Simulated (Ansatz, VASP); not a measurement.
Tl: VASP beside Ansatz

```
Tl
1.0
     3.54874    0.00000    0.00000
    -1.77437    3.07330    0.00000
     0.00000    0.00000   11.45123
Tl
4
Direct
  0.00000 0.00000 0.00000
  0.00000 0.00000 0.50000
  0.33333 0.66667 0.25000
  0.66667 0.33333 0.75000
```

Alike in both runs: functional PBE; k mesh 11 × 11 × 3; occupations fermi-dirac, width 0.1 eV; no spin polarisation.

Ansatz relaxed the structure, and its values are those at the end. VASP's run is a single point on that final structure, the one shown.

|  | VASP | Ansatz |
| --- | --- | --- |
| version | VASP 6.6.1 | Ansatz 0.2.0 |
| potentials or method | VASP PAW PBE potentials, release 64 (Tl_d), cutoff 520 eV | plane waves (420 eV) with PAW, scalar-relativistic |
| valence electrons in the cell | 52 | 52 |

```csv
,VASP,Ansatz,Ansatz less VASP
pressure (GPa),-0.1,0.0,+0.07
```

With one functional, cell and mesh, what is left measures potentials, basis and numerics.

Spin-orbit coupling is off throughout.
